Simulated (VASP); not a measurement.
# Si33C32 (a cell with a defect) in VASP: single point with PBEsol

Aim: the single point of Si33C32 (a cell with a defect) with PBEsol.

All numbers are computed with VASP 6.6.1; they aren't measurements. Logs are shortened: lines on timing, memory, paths and dates and some standing lists are left out, and cuts for length are marked.

### Step 1. The cell of the first run

The cell holds a defect, 65 atoms: a = 8.714 Å, b = 8.714 Å, c = 8.714 Å, α = 90.00°, β = 90.00°, γ = 90.00°.

### Step 2. Single point, PBEsol, collinear spin

The input, INCAR:

```
SYSTEM = Si33C32
  ALGO = Normal
  EDIFF = 1E-6
  ENCUT = 520
  GGA = PS
  GGA_COMPAT = .False.
  ISIF = 2
  ISMEAR = -1
  ISPIN = 2
  ISYM = -1
  LASPH = .True.
  LCHARG = .True.
  LELF = .True.
  LORBIT = 11
  LREAL = Auto
  LVHAR = .True.
  LWAVE = .False.
  MAGMOM = 0 0 0 0 0 0 0 0.333 0 0 0 0 0 0 0 0 0 0 0 0 0 0 0 0 0 0 0 0 0 0 0 0 0.333 0 0 0 0 0 0 0 0.333 0 0.333 0 0 0 0 0 0 0 0 0.333 0 0 0 0 0 0 0 0 0 0.333 0 0 0
  NBANDS = 172
  NELECT = 262.0
  NELM = 200
  PREC = Accurate
  SIGMA = 0.05
```

The input, KPOINTS:

```
explicit points
1
Reciprocal
  0.25000000   0.25000000   0.25000000 1
```

The input, POSCAR:

```
Si33C32
1.0
    8.7137060000      0.0000000000      0.0000000000
    0.0000000000      8.7137060000      0.0000000000
    0.0000000000      0.0000000000      8.7137060000
Si C
33 32
Direct
    0.0000750000      0.0000280000      0.0031710000
    0.9997310000      0.9996430000      0.5022080000
    0.0005920000      0.5000940000      0.0030630000
    0.9995050000      0.4997100000      0.5027510000
    0.5001660000      0.0005570000      0.0030280000
    0.4997900000      0.9994550000      0.5027410000
    0.5002510000      0.5002030000      0.9978510000
    0.4126210000      0.4124770000      0.4499580000
    0.2482640000      0.2482810000      0.0002690000
    0.2327330000      0.2327490000      0.5049460000
    0.2511490000      0.7490980000      0.0022150000
    0.2489560000      0.7505470000      0.5047630000
    0.7491280000      0.2511630000      0.0022130000
    0.7505540000      0.2489270000      0.5047700000
    0.7521190000      0.7521310000      0.9999400000
    0.7657650000      0.7657270000      0.5036940000
    0.2495930000      0.9974060000      0.2487230000
    0.2498260000      0.9969140000      0.7522260000
    0.2465210000      0.4924390000      0.2451840000
    0.2465570000      0.4984610000      0.7529430000
    0.7511080000      0.0032750000      0.2483310000
    0.7502050000      0.0026560000      0.7518110000
    0.7547370000      0.5073910000      0.2444530000
    0.7531260000      0.5011320000      0.7532050000
    0.9974210000      0.2495590000      0.2487390000
    0.9969740000      0.2498050000      0.7522150000
    0.0033810000      0.7510390000      0.2483260000
    0.0027170000      0.7501870000      0.7518270000
    0.4925790000      0.2464420000      0.2450900000
    0.4985140000      0.2465490000      0.7529440000
    0.5074320000      0.7548000000      0.2443420000
    0.5012000000      0.7531000000      0.7531990000
    0.5857710000      0.5858800000      0.4497360000
    0.1253320000      0.1253030000      0.1273070000
    0.1177810000      0.1177350000      0.6330720000
    0.1268860000      0.6258450000      0.1260150000
    0.1258860000      0.6241700000      0.6270940000
    0.6259590000      0.1268290000      0.1259830000
    0.6242220000      0.1258340000      0.6270800000
    0.6268190000      0.6267930000      0.1193130000
    0.6412380000      0.6411690000      0.6386000000
    0.3752010000      0.3751510000      0.1186590000
    0.3579640000      0.3579020000      0.6382490000
    0.3760910000      0.8756210000      0.1256810000
    0.3763680000      0.8743380000      0.6272410000
    0.8755900000      0.3760530000      0.1257350000
    0.8743880000      0.3763080000      0.6272480000
    0.8761050000      0.8760300000      0.1270940000
    0.8818350000      0.8817690000      0.6316180000
    0.3726110000      0.1189630000      0.3782570000
    0.3747100000      0.1224760000      0.8775860000
    0.3758900000      0.6260780000      0.3749320000
    0.3756430000      0.6252910000      0.8738630000
    0.8752330000      0.1258240000      0.3773820000
    0.8744770000      0.1262600000      0.8787450000
    0.8825340000      0.6281380000      0.3768350000
    0.8786580000      0.6262690000      0.8774780000
    0.1189320000      0.3725480000      0.3782700000
    0.1224800000      0.3746790000      0.8775880000
    0.1259110000      0.8751810000      0.3773860000
    0.1262930000      0.8744530000      0.8787660000
    0.6260590000      0.3758070000      0.3750200000
    0.6253200000      0.3756080000      0.8738720000
    0.6281820000      0.8824600000      0.3768160000
    0.6262890000      0.8786440000      0.8774410000
```

Potentials or basis: VASP PAW PBE potentials, release 64 (Si, C).

Run with:

```bash
> cat potpaw_PBE.64/Si/POTCAR potpaw_PBE.64/C/POTCAR > POTCAR
> mpirun -np 1 vasp_std > vasp.out
```

OUTCAR:

```text
SYSTEM = Si33C32
   EDIFF = 1E-6
   ENCUT = 520
   GGA = PS
   ISIF = 2
   ISMEAR = -1
   ISPIN = 2
   ISYM = -1
   LASPH = .True.
   LORBIT = 11
   LREAL = Auto
   NELECT = 262.0
   NELM = 200
   PREC = Accurate

 ion  position               nearest neighbor table
   1  0.000  0.000  0.003-  48 1.87  34 1.88  61 1.89  55 1.89  21 3.04  27 3.04  17 3.05  25 3.05
                            15 3.06   9 3.06  18 3.09  26 3.09  28 3.09  22 3.09  11 3.09  13 3.09
   2  1.000  1.000  0.502-  49 1.84  35 1.85  60 1.89  54 1.89  10 2.87  16 2.88  12 3.07  14 3.07
                            28 3.08  22 3.08  18 3.08  26 3.08  27 3.10  21 3.10  17 3.10  25 3.10
   3  0.001  0.500  0.003-  46 1.87  59 1.88  57 1.88  36 1.89  23 3.00  19 3.01  20 3.06  25 3.06
                            27 3.06  24 3.06   9 3.08  11 3.08  13 3.08  15 3.08  26 3.09  28 3.09
   4  1.000  0.500  0.503-  58 1.87  56 1.87  47 1.88  37 1.89  24 3.06  20 3.06  26 3.08  28 3.08
                            14 3.08  12 3.08  16 3.09  10 3.09  23 3.10  25 3.11  19 3.11  27 3.12
   5  0.500  0.001  0.003-  44 1.87  51 1.88  65 1.88  38 1.89  31 3.00  29 3.01  30 3.06  21 3.06
                            17 3.06  32 3.06  13 3.08   9 3.08  15 3.08  11 3.08  18 3.09  22 3.09
   6  0.500  0.999  0.503-  50 1.87  64 1.87  45 1.88  39 1.89  32 3.06  30 3.06  18 3.08  22 3.08
                            12 3.08  14 3.08  16 3.09  10 3.09  31 3.10  17 3.11  29 3.11  21 3.12
   7  0.500  0.500  0.998-  42 1.87  63 1.88  53 1.88  40 1.89  24 3.07  32 3.07  13 3.07  11 3.07
                            30 3.07  20 3.07  29 3.09  19 3.09  23 3.09  31 3.09  15 3.10   9 3.10
   8  0.413  0.412  0.450-  43 1.77  62 2.00  52 2.00  33 2.14  10 2.27  19 2.40  29 2.40  30 3.10
                            20 3.10
   9  0.248  0.248  0.000-  42 1.87  34 1.88  59 1.89  51 1.89  19 3.01  29 3.01   1 3.06  20 3.07
                            30 3.07  25 3.08  17 3.08  26 3.08  18 3.08   3 3.08   5 3.08   7 3.10
  10  0.233  0.233  0.505-  35 1.80  58 1.92  50 1.92  43 1.93   8 2.27   2 2.87  26 2.98  18 2.98
                            25 3.03  17 3.04   4 3.09   6 3.09
  11  0.251  0.749  0.002-  36 1.87  61 1.88  44 1.89  53 1.90  27 3.04  17 3.05  18 3.07   7 3.07
                            31 3.07  28 3.07  32 3.08   3 3.08  19 3.08  20 3.08   5 3.08   1 3.09
  12  0.249  0.751  0.505-  37 1.87  45 1.88  60 1.89  52 1.92  28 3.04  18 3.04   2 3.07   6 3.08
                            20 3.08   4 3.08  32 3.09  27 3.09  17 3.10
  13  0.749  0.251  0.002-  38 1.87  55 1.88  46 1.89  63 1.89  21 3.04  25 3.05  26 3.07   7 3.07
                            23 3.07  22 3.07  24 3.07   5 3.08  29 3.08  30 3.08   3 3.08   1 3.09
  14  0.751  0.249  0.505-  39 1.87  47 1.88  54 1.89  62 1.92  22 3.04  26 3.04   2 3.07   4 3.08
                            30 3.08   6 3.08  24 3.08  21 3.09  25 3.10
  15  0.752  0.752  1.000-  40 1.86  65 1.89  57 1.89  48 1.89  31 3.01  23 3.01   1 3.06  32 3.07
                            24 3.07  22 3.07  28 3.07  21 3.08  27 3.08   5 3.08   3 3.08   7 3.10
  16  0.766  0.766  0.504-  49 1.81  64 1.92  56 1.92  41 1.93  33 2.27   2 2.88  22 2.99  28 2.99
                            21 3.04  27 3.04   6 3.09   4 3.09
  17  0.250  0.997  0.249-  44 1.87  34 1.88  50 1.88  60 1.88  29 3.03  27 3.04  10 3.04  11 3.05
                             1 3.05   5 3.06   9 3.08  31 3.09  12 3.10   2 3.10   6 3.11  25 3.11
  18  0.250  0.997  0.752-  35 1.87  61 1.87  45 1.88  51 1.89  10 2.98  12 3.04  28 3.04  32 3.05
                            11 3.07  30 3.07   9 3.08   6 3.08   2 3.08   1 3.09   5 3.09  26 3.12
  19  0.247  0.492  0.245-  36 1.88  42 1.88  58 1.92  52 1.98   8 2.40   3 3.01   9 3.01  25 3.03
                            29 3.03  11 3.08   7 3.09  27 3.09   4 3.11
  20  0.247  0.498  0.753-  43 1.86  37 1.87  59 1.87  53 1.90  28 3.05   3 3.06   4 3.06   9 3.07
                            26 3.07   7 3.07  11 3.08  12 3.08   8 3.10  30 3.10  32 3.14
  21  0.751  0.003  0.248-  38 1.87  64 1.87  48 1.88  54 1.89  31 3.03  25 3.04  16 3.04  13 3.04
                             1 3.04   5 3.06  15 3.08  29 3.09  14 3.09   2 3.10  27 3.11   6 3.12
  22  0.750  0.003  0.752-  49 1.88  65 1.88  39 1.88  55 1.89  16 2.99  14 3.04  26 3.04  30 3.05
                            32 3.07  15 3.07  13 3.07   2 3.08   6 3.08   1 3.09   5 3.09  28 3.11
  23  0.755  0.507  0.244-  46 1.87  40 1.87  56 1.92  62 1.97  33 2.42   3 3.00  15 3.01  27 3.03
                            31 3.05  13 3.07  25 3.09   7 3.09   4 3.10
  24  0.753  0.501  0.753-  41 1.85  47 1.87  63 1.88  57 1.89  26 3.05   4 3.06   3 3.06   7 3.07
                            15 3.07  28 3.07  13 3.07  14 3.08  32 3.10  33 3.11  30 3.14
  25  0.997  0.250  0.249-  46 1.87  34 1.88  58 1.88  54 1.88  19 3.03  10 3.03  21 3.04  13 3.05
[... 20 lines left out ...]
  37  0.126  0.624  0.627-  12 1.87  20 1.87  28 1.88   4 1.89
  38  0.626  0.127  0.126-  21 1.87  13 1.87  29 1.87   5 1.89
  39  0.624  0.126  0.627-  14 1.87  30 1.87  22 1.88   6 1.89
[... 10 lines left out ...]
  50  0.373  0.119  0.378-   6 1.87  17 1.88  29 1.92  10 1.92
  51  0.375  0.122  0.878-  30 1.87   5 1.88   9 1.89  18 1.89
  52  0.376  0.626  0.375-  12 1.92  31 1.97  33 1.97  19 1.98   8 2.00
  53  0.376  0.625  0.874-   7 1.88  32 1.88  11 1.90  20 1.90
  54  0.875  0.126  0.377-  25 1.88  14 1.89   2 1.89  21 1.89
  55  0.874  0.126  0.879-  26 1.87  13 1.88  22 1.89   1 1.89
  56  0.883  0.628  0.377-   4 1.87  27 1.87  23 1.92  16 1.92
  57  0.879  0.626  0.877-  28 1.88   3 1.88  15 1.89  24 1.89
[... 218 lines left out ...]
   IVDW    =     0    specifies the selected vdW correction
   LEPSILON=     F    determine dielectric tensor
   LRPA    =     F    only Hartree local field effects (RPA)
 spin polarized calculation
  energy-cutoff  :      520.00
  volume of cell :      661.62
 maximum number of plane-waves:     17779
 NGX is ok and might be reduce to    64
   NGX = 33   NGY = 33   NGZ = 33

 number of electron     261.9999988 magnetization      -0.0009024

 number of electron     261.9999988 magnetization       0.0000141

 Free energy of the ion-electron system (eV)
  ---------------------------------------------------
  ext. energy  EPLUGINS =         0.00000000
  ---------------------------------------------------
  free energy    TOTEN  =      -485.66221155 eV

  energy without entropy =     -485.58499237  energy(sigma->0) =     -485.62360196

 E-fermi :  10.4755     XC(G=0): -11.6419

 val. band max:       10.3804206602   @ k =   0.2500   0.2500   0.2500
 cond. band min:      10.5706535969   @ k =   0.2500   0.2500   0.2500
 fundamental gap:      0.1902329368
 Fermi energy:        10.4755364630

 spin component 1

 k-point     1 :       0.2500    0.2500    0.2500
  band No.  band energies     occupation
      1      -7.2015      1.00000
      2      -6.5442      1.00000
      3      -6.1801      1.00000
      4      -6.1277      1.00000
      5      -5.6219      1.00000
      6      -5.4213      1.00000
[... 135 lines left out ...]
    142      12.4557      0.00000
    143      12.6252      0.00000
 Fermi energy:        10.4755364630

 spin component 2

 k-point     1 :       0.2500    0.2500    0.2500
  band No.  band energies     occupation
      1      -7.2015      1.00000
      2      -6.5442      1.00000
      3      -6.1801      1.00000
      4      -6.1277      1.00000
      5      -5.6219      1.00000
      6      -5.4213      1.00000
[... 135 lines left out ...]
    142      12.4557      0.00000
    143      12.6252      0.00000
 [bands above 143 left out]

------------------------ aborting loop because EDIFF is reached ----------------------------------------

  FORCE on cell =-STRESS in cart. coord.  units (eV):
  Direction    XX          YY          ZZ          XY          YZ          ZX
  --------------------------------------------------------------------------------------
  -------------------------------------------------------------------------------------
  Total       44.1972184     44.1729727     45.0353062      8.6464291    -11.1090831    -11.0854887
  in kB      107.0278525    106.9691392    109.0573635     20.9381670    -26.9017226    -26.8445864
  external PRESSURE =     107.6847851 kB  Pullay stress =       0.0000000 kB

 VOLUME and BASIS-vectors are now :
 -----------------------------------------------------------------------------
  energy-cutoff  :      520.00
  volume of cell :      661.62
      direct lattice vectors                 reciprocal lattice vectors
     8.713706000  0.000000000  0.000000000     0.114761733  0.000000000  0.000000000
     0.000000000  8.713706000  0.000000000     0.000000000  0.114761733  0.000000000
     0.000000000  0.000000000  8.713706000     0.000000000  0.000000000  0.114761733

 POSITION                                       TOTAL-FORCE (eV/Angst)
 -----------------------------------------------------------------------------------
      0.00065      0.00024      0.02763         0.012229      0.013730     -0.101255
      8.71136      8.71060      4.37609         0.015026      0.016452     -0.100702
      0.00516      4.35767      0.02669         0.003684      0.015750     -0.076502
      8.70939      4.35433      4.38082         0.015807      0.025196     -0.073862
      4.35830      0.00485      0.02639         0.012952      0.008545     -0.077044
      4.35502      8.70896      4.38074         0.020311      0.017194     -0.076148
[... 57 lines left out ...]
      5.47379      7.68950      3.28346        -0.007151      0.006643     -0.010830
      5.45730      7.65625      7.64576        -0.003559     -0.020295      0.015409
 -----------------------------------------------------------------------------------
    total drift:                               -0.025240     -0.019383     -0.018094

  FREE ENERGIE OF THE ION-ELECTRON SYSTEM (eV)
  ---------------------------------------------------
  free  energy   TOTEN  =      -485.6622115530 eV

  energy  without entropy=     -485.5849923739  energy(sigma->0) =     -485.62360196

 total charge

# of ion       s       p       d       tot
------------------------------------------
    1        0.708   0.979   0.000   1.688
    2        0.710   1.005   0.000   1.715
    3        0.708   0.988   0.000   1.697
    4        0.708   0.989   0.000   1.696
    5        0.708   0.988   0.000   1.697
    6        0.708   0.989   0.000   1.696
[... 57 lines left out ...]
   64        0.845   1.679   0.000   2.525
   65        0.842   1.704   0.000   2.546
--------------------------------------------------
tot         50.527  86.978   0.000 137.505

 magnetization (x)

# of ion       s       p       d       tot
------------------------------------------
    1       -0.000  -0.000   0.000  -0.000
    2        0.000   0.000   0.000   0.000
    3        0.000   0.000   0.000   0.000
    4        0.000   0.000   0.000   0.000
    5        0.000   0.000   0.000   0.000
    6        0.000   0.000   0.000   0.000
[... 57 lines left out ...]
   64        0.000   0.000   0.000   0.000
   65        0.000  -0.000   0.000  -0.000
--------------------------------------------------
tot          0.000  -0.000   0.000   0.000
```

It took 6.7 min on 1 thread of AMD EPYC 9R45 (Zen 5), shared host; peak memory 0.97 GiB.

What came out:

```yaml
Free_energy: -485.6622 eV
Largest_force: 0.168 eV/Å
Net_moment: 0.00 μB per cell
Valence_electrons_inside_the_program's_atomic_spheres: Si 1.69, 1.72, 1.70, 1.84, 1.71, 1.68, 1.66, 1.85 (each value once); C 2.54, 2.60, 2.56, 2.55, 2.58, 2.52, 2.48 (each value once)
```

Forces on the atoms (eV/Å):
```
Si   0.012  0.014 -0.101
Si   0.015  0.016 -0.101
Si   0.004  0.016 -0.077
Si   0.016  0.025 -0.074
Si   0.013  0.009 -0.077
Si   0.020  0.017 -0.076
Si   0.018  0.020 -0.061
Si   0.113  0.112 -0.053
Si  -0.005 -0.011 -0.088
Si  -0.018 -0.022 -0.086
Si   0.023 -0.012 -0.076
Si   0.037 -0.029 -0.100
Si  -0.011  0.016 -0.078
Si  -0.024  0.034 -0.100
Si   0.014  0.010 -0.084
Si   0.019  0.015 -0.045
Si  -0.014  0.018  0.091
Si  -0.016  0.021  0.060
Si   0.011  0.051  0.087
Si   0.011  0.019  0.041
Si  -0.004  0.002  0.091
Si   0.009 -0.002  0.057
Si  -0.017 -0.026  0.100
Si  -0.003  0.010  0.042
Si   0.017 -0.016  0.088
Si   0.019 -0.021  0.060
Si  -0.003 -0.003  0.094
Si  -0.004  0.005  0.058
Si   0.044  0.013  0.093
Si   0.021  0.005  0.040
Si  -0.027 -0.022  0.104
Si   0.009 -0.007  0.041
Si  -0.101 -0.105 -0.017
C   -0.005 -0.002 -0.003
C   -0.010 -0.007  0.053
C    0.015 -0.029 -0.016
C   -0.006 -0.004  0.006
C   -0.029  0.009 -0.017
C   -0.006 -0.002  0.011
C   -0.006 -0.007 -0.010
C    0.014  0.018  0.013
C   -0.012 -0.015  0.002
C   -0.013 -0.008  0.048
C    0.009 -0.018 -0.018
C   -0.014 -0.004  0.002
C   -0.014  0.014 -0.019
C   -0.008 -0.014  0.001
C   -0.012 -0.010 -0.010
C   -0.006 -0.003  0.020
C   -0.011 -0.029 -0.016
C   -0.012 -0.002  0.025
C   -0.044  0.051  0.001
C   -0.006 -0.009  0.019
C   -0.012  0.009  0.004
C   -0.009  0.000  0.013
C    0.004 -0.006 -0.011
C   -0.018 -0.006  0.012
C   -0.021 -0.008 -0.016
C   -0.001 -0.012  0.025
C    0.003 -0.008  0.000
C    0.000 -0.012  0.010
C    0.051 -0.040 -0.005
C   -0.009 -0.007  0.018
C   -0.007  0.007 -0.011
C   -0.004 -0.020  0.015
```

Caveat: the cell carries a net charge on a neutralising background, which shifts energy and pressure; the cell is charged against a uniform background, so pressure and absolute levels hang on convention; the PAW data sets were made with another functional, which shifts forces and pressure a little.
